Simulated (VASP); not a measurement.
# Cu: single point with PBE

Cu:

```
Cu
1.0
     0.00000    1.79850    1.79850
     1.79850    0.00000    1.79850
     1.79850    1.79850    0.00000
Cu
1
Direct
  0.00000 0.00000 0.00000
```

```
Program             : VASP 6.6.1
Task                : single point
Functional          : PBE
Potentials or basis : VASP PAW PBE potentials, release 64 (Cu)
Cutoff              : 520 eV
k mesh              : 11 × 11 × 11
Occupations         : methfessel-paxton, width 0.3 eV
Spin                : no spin polarisation
```

```yaml
Pressure: 4.3 GPa
```

Levels at points of the mesh, in eV from the Fermi level:
| k point | band 2 | band 3 | band 4 | band 5 | band 6 | band 7 | band 8 | band 9 | band 10 | band 11 |
| --- | --- | --- | --- | --- | --- | --- | --- | --- | --- | --- |
| (0.00, 0.00, 0.00) | -3.20 | -3.20 | -3.20 | -2.36 | -2.36 | 22.60 | 25.36 | 25.36 | 25.36 | 27.86 |

It took 6.4 s on 1 thread of Intel(R) Xeon(R) 6975P-C (Granite Rapids), on a shared host, peak memory 0.12 GiB.
